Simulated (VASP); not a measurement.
# Mn: single point with PBE

Crystal: Mn.

```
Mn
1.0
     2.80000    0.00000    0.00000
     0.00000    2.80000    0.00000
     0.00000    0.00000    2.80000
Mn
2
Direct
  0.00000 0.00000 0.00000
  0.50000 0.50000 0.50000
```

| Property | Result |
| --- | --- |
| Program | VASP 6.6.1 |
| Task | single point |
| Functional | PBE |
| Potentials or basis | VASP PAW PBE potentials, release 64 (Mn_pv) |
| Cutoff | 520 eV |
| k mesh | 4 × 4 × 4 |
| Occupations | gaussian, width 0.1 eV |
| Spin | collinear spin, antiferromagnetic start |
| Starting moments | [2.0, -2.0] μB |

```yaml
Pressure: -5.1 GPa
Band_gap_on_the_k_mesh: zero (filled and empty bands overlap)
Net_moment: 0.00 μB per cell
Valence_electrons_inside_the_program's_atomic_spheres: Mn 11.94
```

Levels at points of the mesh, in eV from the Fermi level:
Spin up:
| k point | band 9 | band 10 | band 11 | band 12 | band 13 | band 14 | band 15 | band 16 |
| --- | --- | --- | --- | --- | --- | --- | --- | --- |
| (0.00, 0.00, 0.00) | -4.73 | -1.59 | -1.59 | -1.59 | 0.30 | 0.30 | 1.50 | 1.50 |
| (0.50, 0.00, 0.00) | -2.36 | -2.36 | -1.10 | -1.10 | -1.10 | -1.10 | -0.11 | -0.11 |
| (0.50, 0.50, 0.00) | -3.01 | -3.01 | 0.29 | 0.29 | 0.50 | 0.50 | 0.59 | 0.59 |
| (0.50, 0.50, 0.50) | -2.93 | -2.93 | -2.93 | -2.93 | 0.65 | 0.65 | 0.65 | 0.65 |
Spin down:
| k point | band 9 | band 10 | band 11 | band 12 | band 13 | band 14 | band 15 | band 16 |
| --- | --- | --- | --- | --- | --- | --- | --- | --- |
| (0.00, 0.00, 0.00) | -4.73 | -1.59 | -1.59 | -1.59 | 0.30 | 0.30 | 1.50 | 1.50 |
| (0.50, 0.00, 0.00) | -2.36 | -2.36 | -1.10 | -1.10 | -1.10 | -1.10 | -0.11 | -0.11 |
| (0.50, 0.50, 0.00) | -3.01 | -3.01 | 0.29 | 0.29 | 0.50 | 0.50 | 0.59 | 0.59 |
| (0.50, 0.50, 0.50) | -2.93 | -2.93 | -2.93 | -2.93 | 0.65 | 0.65 | 0.65 | 0.65 |

It took 21 s on 1 thread of Intel Xeon 6975P-C (shared host), peak memory 0.15 GiB.

Caveat: the k points lie up to 0.56 Å⁻¹ apart; the starting moments collapsed, and a magnetic state may lie lower.
